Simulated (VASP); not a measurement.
Input of a VASP 6.6.1 run:

File INCAR:

```
PREC = Accurate
ENCUT = 520
EDIFF = 1E-7
ISMEAR = 0
SIGMA = 0.1
LREAL = F
LASPH = T
NELM = 80
ALGO = Fast
ISIF = 2
LWAVE = F
LCHARG = T
GGA = PS
LELF = T
LVHAR = T
NBANDS = 15
```

Contents of KPOINTS:

```
regular mesh
0
Gamma
  18 18 12
```

POSCAR

```
Fe
1.0
    2.4289301009      0.0000000000      0.0000000000
   -1.2144650504      2.1035151714      0.0000000000
    0.0000000000      0.0000000000      3.8416383415
Fe
2
Direct
    0.3333333333      0.6666666667      0.2500000000
    0.6666666667      0.3333333333      0.7500000000
```

Potentials or basis: VASP PAW PBE potentials, release 64 (Fe).

Launch:

```bash
$ cat potpaw_PBE.64/Fe/POTCAR > POTCAR
$ mpirun -np 1 vasp_std > vasp.out
```

Problem. Predict the band gap on the k mesh.

Solution. Zero (bands 8 and 9 overlap by 2.04 eV).

Problem. Predict the pressure.

Solution. -0.4 GPa.

Stress tensor (GPa, compression positive):
```
-0.36  0.00  0.00
 0.00 -0.36  0.00
 0.00  0.00 -0.50
```

Caveat: the PAW data sets were made with another functional, which shifts forces and pressure a little; the run has no spin polarisation, though such a crystal can be magnetic. Spin polarisation is off, so any magnetic state and its effect on volume and gap are missing.
